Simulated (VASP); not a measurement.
A run of VASP 6.6.1 is set up as follows.

The input INCAR:

```
SYSTEM = BeS
  ALGO = Normal
  EDIFF = 1E-6
  ENCUT = 600
  GGA = PE
  GGA_COMPAT = .False.
  ISIF = 2
  ISMEAR = 0
  LASPH = .True.
  LCHARG = .False.
  LREAL = .False.
  LWAVE = .False.
  NBANDS = 11
  NELM = 120
  PREC = Accurate
  SIGMA = 0.01
```

File KPOINTS:

```
k-points
0
Gamma
  6 6 6
  0 0 0
```

Contents of POSCAR:

```
BeS
1.0
    0.0000000000      2.3552927620      2.3552927620
    2.3552927620      0.0000000000      2.3552927620
    2.3552927620      2.3552927620      0.0000000000
Be S
1 1
Direct
    0.0000000000      0.0000000000      0.0000000000
    0.5000000000      0.5000000000      0.5000000000
```

Potentials or basis: VASP PAW PBE potentials, release 64 (Be, S).

Command:

```bash
$ cat potpaw_PBE.64/Be/POTCAR potpaw_PBE.64/S/POTCAR > POTCAR
$ mpirun -np 1 vasp_std > vasp.out
```

(1) Predict the pressure.

(2) What does it give for the band gap on the k mesh?

Answers

(1) -5.0 GPa.

(2) 0.95 eV, indirect (least direct gap 3.92 eV).
